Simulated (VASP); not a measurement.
Input of a VASP 6.6.1 run:

The input INCAR:

```
ALGO     = Normal         # electronic algorithm
DIPOL    = 0.5 0.5 0.344
EDIFF    = 1E-6           # SCF threshold, eV
ENCUT    = 520            # plane-wave cutoff, eV
GGA      = PE             # functional
IDIPOL   = 3            
ISIF     = 2              # what is computed and relaxed
ISMEAR   = 0              # smearing method
ISPIN    = 2              # spin polarisation
LASPH    = True           # aspherical terms in the spheres
LCHARG   = True           # write CHGCAR
LDIPOL   = True         
LELF     = True           # ELF
LMAXMIX  = 4              # l up to which the mixer works
LORBIT   = 11             # projections on sites
LREAL    = False          # projectors in reciprocal space
LVACPOTAV= True         
LVHAR    = True         
LWAVE    = False          # write WAVECAR
MAGMOM   = 0 0 0 0 3 0 0 0 # initial moments
NBANDS   = 44             # bands
NELM     = 150            # most SCF steps
PREC     = Accurate       # precision mode
SIGMA    = 0.1            # smearing width, eV
```

File KPOINTS:

```
k-points
0
Gamma
  9 9 1
```

POSCAR

```
Ti3N5
1.0
    3.0028555063      0.0000000000      0.0000000000
   -1.5014277532      2.6005491524      0.0000000000
    0.0000000000      0.0000000000     24.1233847547
N Ti
5 3
Direct
    0.3333333333      0.6666666667      0.1658142106
    0.0000000000      0.0000000000      0.2674509120
    0.6666666667      0.3333333333      0.3654788005
    0.3333333333      0.6666666667      0.4611038156
    0.3333333333      0.6666666667      0.5311603195
    0.6666666667      0.3333333333      0.2166325614
    0.3333333333      0.6666666667      0.3190139885
    0.0000000000      0.0000000000      0.4290633808
```

Potentials or basis: VASP PAW PBE potentials, release 64 (N, Ti_sv).

The run is started by

```sh
$ cat potpaw_PBE.64/N/POTCAR potpaw_PBE.64/Ti_sv/POTCAR > POTCAR
$ mpirun -np 1 vasp_std > vasp.out
```

**Question.** Estimate the net moment.

**Answer.** 1.35 μB per cell.

**Question.** Estimate the largest force.

**Answer.** 5.648 eV/Å.

Forces on the atoms (eV/Å):
```
N    0.000  0.000  4.350
N    0.000  0.000  1.265
N    0.000  0.000  1.624
N    0.000  0.000  5.490
N    0.000  0.000 -3.945
Ti   0.000  0.000 -5.648
Ti   0.000  0.000 -0.500
Ti   0.000  0.000 -2.637
```
